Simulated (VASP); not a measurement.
A run of VASP 6.6.1:

Contents of INCAR:

```
PREC     = Accurate       # precision mode
ENCUT    = 520            # plane-wave cutoff, eV
EDIFF    = 1E-6           # SCF threshold, eV
ISMEAR   = -1             # smearing method
SIGMA    = 0.05           # smearing width, eV
LREAL    = False          # projectors in reciprocal space
LASPH    = True           # aspherical terms in the spheres
NELM     = 100            # most SCF steps
ALGO     = Normal         # electronic algorithm
ISIF     = 2              # what is computed and relaxed
LWAVE    = False          # write WAVECAR
LCHARG   = False          # write CHGCAR
GGA      = PS             # functional
NBANDS   = 56             # bands
```

File KPOINTS:

```
Automatic mesh
0
Gamma
  5 8 4
```

The input POSCAR:

```
HfO2
1.0
    5.5563950000      0.0000000000      0.0000000000
    0.0000000000      3.3335970000      0.0000000000
    0.0000000000      0.0000000000      6.5049950000
Hf O
4 8
Direct
    0.7486820000      0.7500000000      0.6078710000
    0.2513180000      0.2500000000      0.3921290000
    0.2486820000      0.7500000000      0.8921290000
    0.7513180000      0.2500000000      0.1078710000
    0.6394990000      0.2500000000      0.4234000000
    0.3605010000      0.7500000000      0.5766000000
    0.1394990000      0.2500000000      0.0766000000
    0.8605010000      0.7500000000      0.9234000000
    0.5207940000      0.2500000000      0.8414530000
    0.4792060000      0.7500000000      0.1585470000
    0.0207940000      0.2500000000      0.6585470000
    0.9792060000      0.7500000000      0.3414530000
```

Potentials or basis: VASP PAW PBE potentials, release 64 (Hf_pv, O).

Run with:

```console
$ cat potpaw_PBE.64/Hf_pv/POTCAR potpaw_PBE.64/O/POTCAR > POTCAR
$ mpirun -np 1 vasp_std > vasp.out
```

Hardware: 1 thread of Oxide Virtual Turin-like Processor, with other jobs on the host.

Question: Estimate the wall time of this run.

Answer: It took 6.7 min on 1 thread of Oxide Virtual Turin-like Processor (shared host), peak memory 0.33 GiB. Counts: scf iterations 14, k points 45.
